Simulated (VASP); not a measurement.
# MoS2 in VASP: notebook

Runs on MoS2. Level: PBEsol. Tasks: vibrations by perturbation theory, dielectric tensor.

Program: VASP 6.6.1. These are calculated values, not measurements. Logs are shortened: lines on timing, memory, paths and dates and some standing lists are left out, and cuts for length are marked.

**1. The cell of the first run**

The cell holds a slab with vacuum, 3 atoms: a = 3.184 Å, b = 3.184 Å, c = 17.335 Å, α = 90.00°, β = 90.00°, γ = 120.00°.

**2. Vibrations by perturbation theory, PBEsol**

The input, INCAR:

```
PREC     = Accurate       # precision mode
ENCUT    = 520            # plane-wave cutoff, eV
EDIFF    = 1E-8           # SCF threshold, eV
ISMEAR   = 0              # smearing method
SIGMA    = 0.01           # smearing width, eV
LREAL    = False          # projectors in reciprocal space
LASPH    = True           # aspherical terms in the spheres
NELM     = 100            # most SCF steps
ALGO     = Normal         # electronic algorithm
ISIF     = 2              # what is computed and relaxed
LWAVE    = False          # write WAVECAR
LCHARG   = False          # write CHGCAR
GGA      = PS             # functional
IBRION   = 8              # ionic algorithm
NSW      = 1              # ionic steps
LEPSILON = True           # dielectric tensor by DFPT
```

The input, KPOINTS:

```
regular mesh
0
Gamma
  8 8 2
```

The input, POSCAR:

```
MoS2
1.0
    3.1841260822      0.0000000000      0.0000000000
   -1.5920630411      2.7575340760      0.0000000000
    0.0000000000      0.0000000000     17.3345999500
Mo S
1 2
Direct
    0.0000000000      0.0000000000      0.0000000000
    0.3333333333      0.6666666667      0.9105070200
    0.3333333333      0.6666666667      0.0894929800
```

Potentials or basis: VASP PAW PBE potentials, release 64 (Mo_sv, S).

Started as:

```sh
$ cat potpaw_PBE.64/Mo_sv/POTCAR potpaw_PBE.64/S/POTCAR > POTCAR
$ mpirun -np 1 vasp_std > vasp.out
```

OUTCAR:

```text
PREC = Accurate
   ENCUT = 520
   EDIFF = 1E-8
   ISMEAR = 0
   LREAL = False
   LASPH = True
   NELM = 100
   ISIF = 2
   GGA = PS
   IBRION = 8
   NSW = 1
   LEPSILON = True

 ion  position               nearest neighbor table
   1  0.000  0.000  0.000-   2 2.41   3 2.41   2 2.41   3 2.41   2 2.41   3 2.41
   2  0.333  0.667  0.911-   1 2.41   1 2.41   1 2.41
   3  0.333  0.667  0.089-   1 2.41   1 2.41   1 2.41

  LATTYP: Found a hexagonal cell.
 ALAT       =     3.1841260822
 C/A-ratio  =     5.4440683260

  Lattice vectors:

 A1 = (   3.1841260822,   0.0000000000,   0.0000000000)
 A2 = (  -1.5920630411,   2.7575340760,   0.0000000000)
 A3 = (   0.0000000000,   0.0000000000,  17.3345999500)

Analysis of symmetry for initial positions (statically):
=====================================================================
 Subroutine PRICEL returns:
 Original cell was already a primitive cell.

 Routine SETGRP: Setting up the symmetry group for a
 hexagonal supercell.

 Subroutine GETGRP returns: Found 12 space group operations
 (whereof 12 operations were pure point group operations)
 out of a pool of 24 trial point group operations.

The static configuration has the point symmetry D_3h.

Analysis of symmetry for dynamics (positions and initial velocities):
=====================================================================
 Subroutine PRICEL returns:
 Original cell was already a primitive cell.

 Routine SETGRP: Setting up the symmetry group for a
 hexagonal supercell.

 Subroutine GETGRP returns: Found 12 space group operations
 (whereof 12 operations were pure point group operations)
 out of a pool of 24 trial point group operations.

The dynamic configuration has the point symmetry D_3h.

 Subroutine INISYM returns: Found 12 space group operations
 (whereof 12 operations are pure point group operations),
 and found     1 'primitive' translations

----------------------------------------------------------------------------------------

                                     Primitive cell

  volume of cell :     152.2036

  direct lattice vectors                    reciprocal lattice vectors
     3.184126082  0.000000000  0.000000000     0.314057915  0.181321422  0.000000000
    -1.592063041  2.757534076  0.000000000     0.000000000  0.362642844  0.000000000
     0.000000000  0.000000000 17.334599950     0.000000000  0.000000000  0.057688092

  length of vectors
     3.184126082  3.184126082 17.334599950     0.362642844  0.362642844  0.057688092

  position of ions in fractional coordinates (direct lattice)
     0.000000000  0.000000000  0.000000000
     0.333333333  0.666666667  0.910507020
     0.333333333  0.666666667  0.089492980

  ion indices of the primitive-cell ions
   primitive index   ion index
                 1           1
                 2           2
                 3           3

----------------------------------------------------------------------------------------

 KPOINTS: regular mesh

Automatic generation of k-mesh.
 Grid dimensions read from file:
 generate k-points for:    8    8    2

 Generating k-lattice:

  Cartesian coordinates                     Fractional coordinates (reciprocal lattice)
     0.039257239  0.022665178  0.000000000     0.125000000  0.000000000  0.000000000
     0.000000000  0.045330356  0.000000000     0.000000000  0.125000000  0.000000000
     0.000000000  0.000000000  0.028844046     0.000000000  0.000000000  0.500000000

  Length of vectors
     0.045330356  0.045330356  0.028844046

  Shift w.r.t. Gamma in fractional coordinates (k-lattice)
     0.000000000  0.000000000  0.000000000

[... 535 lines left out ...]
  ---------------------------------------------------
  free energy    TOTEN  =        -2.24015626 eV

  energy without entropy =       -2.24015626

------------------------ aborting loop because EDIFF is reached ----------------------------------------

--------------------------------------- Ionic step        2  -------------------------------------------

------------------------ aborting loop because EDIFF is reached ----------------------------------------

--------------------------------------- Ionic step        3  -------------------------------------------

------------------------ aborting loop because EDIFF is reached ----------------------------------------

 PIEZOELECTRIC TENSOR FIELD DIRECTION 3  (e Angst)
 -----------------------------------------------------------------------------
     0.00000 -0.00000  0.00000           ( -0.00000  0.00000  0.00000)
    -0.00000  0.00000  0.00000           ( -0.00000 -0.00000  0.00000)
     0.00000  0.00000  0.00000           (  0.00000  0.00000 -0.00000)

 PIEZOELECTRIC TENSOR FIELD DIRECTION 3  (C/m^2)
 -----------------------------------------------------------------------------
     0.00000 -0.00000  0.00000
    -0.00000  0.00000  0.00000
     0.00000  0.00000  0.00000

--------------------------------------- Ionic step        4  -------------------------------------------

------------------------ aborting loop because EDIFF is reached ----------------------------------------

[... ionic steps 5 to 5 ...]

--------------------------------------- Ionic step        6  -------------------------------------------

------------------------ aborting loop because EDIFF is reached ----------------------------------------

--------------------------------------- Ionic step        7  -------------------------------------------

------------------------ aborting loop because EDIFF is reached ----------------------------------------

[... ionic steps 8 to 8 ...]

--------------------------------------- Ionic step        9  -------------------------------------------

 Free energy of the ion-electron system (eV)
  ---------------------------------------------------
  ---------------------------------------------------
  free energy    TOTEN  =        -0.15206741 eV

  energy without entropy =       -0.15206741

------------------------ aborting loop because EDIFF is reached ----------------------------------------

 INTERNAL STRAIN TENSOR  FOR ION    2  DIRECTION 3   (eV/Angst):
 -----------------------------------------------------------------------------
     9.91408 -0.00000 -0.00000
    -0.00000  9.91408 -0.00000
     0.00000 -0.00000 29.42456

 MACROSCOPIC STATIC DIELECTRIC TENSOR (including local field effects in DFT)
 ------------------------------------------------------
           6.012962    -0.000000     0.000000
           0.000000     6.012962     0.000000
           0.000000     0.000000     1.413881
 ------------------------------------------------------

 PIEZOELECTRIC TENSOR (including local field effects)  for field in x, y, z        (e  Angst)
          XX          YY          ZZ          XY          YZ          ZX
  --------------------------------------------------------------------------------
  x    -0.00000    -0.00000     0.00000     1.75603     0.00000     0.00000
  y     1.75603    -1.75603     0.00000     0.00000     0.00000     0.00000
  z     0.00000     0.00000     0.00000    -0.00000     0.00000     0.00000

 PIEZOELECTRIC TENSOR (including local field effects)  for field in x, y, z        (C/m^2)
          XX          YY          ZZ          XY          YZ          ZX
  --------------------------------------------------------------------------------
  x    -0.00000    -0.00000     0.00000     0.18485     0.00000     0.00000
  y     0.18485    -0.18485     0.00000     0.00000     0.00000     0.00000
  z     0.00000     0.00000     0.00000    -0.00000     0.00000     0.00000

 BORN EFFECTIVE CHARGES (including local field effects) (in |e|, cummulative output)
 ---------------------------------------------------------------------------------
 ion    1
    1    -1.03664     0.00000     0.00000
    2    -0.00000    -1.03664     0.00000
    3     0.00000     0.00000    -0.10904
 ion    2
    1     0.51832     0.00000     0.00000
    2     0.00000     0.51832     0.00000
    3    -0.00000     0.00000     0.05452
 ion    3
    1     0.51832     0.00000     0.00000
    2     0.00000     0.51832     0.00000
    3    -0.00000     0.00000     0.05452

 INTERNAL STRAIN TENSOR FOR ION    3 for displacements in x,y,z  (eV/Angst):
          X           Y           Z          XY          YZ          ZX
  --------------------------------------------------------------------------------
  x     0.00000     0.00000     0.00000     2.97658     0.00000   -13.15777
  y     2.97658    -2.97658     0.00000     0.00000   -14.75379     0.00000
  z    -9.91408    -9.91408   -29.42456     0.00000     0.00000     0.00000

 SECOND DERIVATIVES (NOT SYMMETRIZED)
 ------------------------------------
               1X          1Y          1Z          2X          2Y          2Z          3X          3Y          3Z
  1X   -19.975884   -0.000000    0.000000    9.987942    0.000000    0.000000    9.987942    0.000000    0.000000
  1Y     0.000000  -19.975884    0.000000   -0.000000    9.987942    0.000000    0.000000    9.987942    0.000000
  1Z    -0.000000   -0.000000  -30.120069    0.000000    0.000000   15.060034   -0.000000    0.000000   15.060034
  2X    10.011304    0.000000   -0.000000   -9.596765    0.000000    0.000000   -0.414539    0.000000    0.000000
  2Y     0.000000   10.011304   -0.000000   -0.000000   -9.596765    0.000000   -0.000000   -0.414539    0.000000
  2Z    -0.000000   -0.000000   15.074547    0.000000   -0.000000  -16.978880    0.000000    0.000000    1.904333
  3X    10.011304    0.000000    0.000000   -0.414539    0.000000    0.000000   -9.596765   -0.000000    0.000000
  3Y    -0.000000   10.011304   -0.000000    0.000000   -0.414539   -0.000000    0.000000   -9.596765    0.000000
  3Z    -0.000000    0.000000   15.074547    0.000000    0.000000    1.904333   -0.000000    0.000000  -16.978880

 Eigenvectors and eigenvalues of the dynamical matrix
 ----------------------------------------------------

   1 f  =   13.842819 THz    86.976997 2PiTHz  461.746738 cm-1    57.249273 meV
             X         Y         Z           dx          dy          dz
      0.000000  0.000000  0.000000    -0.000000    0.000000   -0.632782
     -0.000000  1.838356 15.783275     0.000000   -0.000000    0.547534
     -0.000000  1.838356  1.551325     0.000000   -0.000000    0.547534
[... 43 lines left out ...]
   9 f/i=    0.006454 THz     0.040554 2PiTHz    0.215292 cm-1     0.026693 meV
             X         Y         Z           dx          dy          dz
      0.000000  0.000000  0.000000     0.773320   -0.043507   -0.000000
     -0.000000  1.838356 15.783275     0.446554   -0.025123   -0.000000
     -0.000000  1.838356  1.551325     0.446554   -0.025123   -0.000000

--------------------------------------------------------------------------------------------------------

 MACROSCOPIC STATIC DIELECTRIC TENSOR IONIC CONTRIBUTION
 ------------------------------------------------------
           0.063907    -0.000000     0.000000
          -0.000000     0.063907    -0.000000
           0.000000    -0.000000     0.000469
 ------------------------------------------------------

 ELASTIC MODULI CONTR FROM IONIC RELAXATION (kBar)
 Direction    XX          YY          ZZ          XY          YZ          ZX
 --------------------------------------------------------------------------------
 XX        -126.7237    -92.4430   -325.2386     -0.0000     -0.0000      0.0000
 YY         -92.4430   -126.7237   -325.2386     -0.0000     -0.0000      0.0000
 ZZ        -325.2386   -325.2386   -965.2940     -0.0000     -0.0000      0.0000
 XY          -0.0000     -0.0000     -0.0000    -17.1404      0.0000      0.0000
 YZ          -0.0000     -0.0000     -0.0000      0.0000   -499.0854     -0.0000
 ZX           0.0000      0.0000      0.0000     -0.0000     -0.0000   -396.9466
 --------------------------------------------------------------------------------

 PIEZOELECTRIC TENSOR IONIC CONTR  for field in x, y, z        (C/m^2)
          XX          YY          ZZ          XY          YZ          ZX
  --------------------------------------------------------------------------------
  x     0.00000     0.00000     0.00000     0.03114    -0.00000     0.00000
  y     0.03114    -0.03114    -0.00000    -0.00000     0.00000     0.00000
  z     0.00000     0.00000     0.00000     0.00000     0.00000    -0.00000
```

Wall time 24 min (1 thread of Intel Xeon Platinum 8259CL at 2.50GHz (Skylake/Cascade Lake), shared host); peak memory 0.64 GiB.

What came out:

```
Electronic dielectric tensor (diagonal)                 : 6.01, 6.01, 1.41
Born charges (mean of the diagonal)                     : Mo -0.73; S +0.36 e
Highest phonon frequency at Γ, LO-TO splitting left out : 462 cm⁻¹
```

Phonon frequencies in cm⁻¹ (negative: imaginary):
```tsv
q point	frequencies
(0.000, 0.000, 0.000)	0 0 0 279 279 376 376 400 462
```

Electronic dielectric tensor:
```
6.01 0.00 0.00
0.00 6.01 0.00
0.00 0.00 1.41
```

Born effective charge tensors (e):
atom 1, Mo
```
-1.04  0.00  0.00
 0.00 -1.04  0.00
 0.00  0.00 -0.11
```
atom 2, S
```
0.52 0.00 0.00
0.00 0.52 0.00
0.00 0.00 0.05
```
atom 3, S
```
0.52 0.00 0.00
0.00 0.52 0.00
0.00 0.00 0.05
```

Caveat: the cell stands under pressure or tension, which shifts response properties; there is no dipole correction, which matters where the two faces differ.

[end of part 1 of 2]
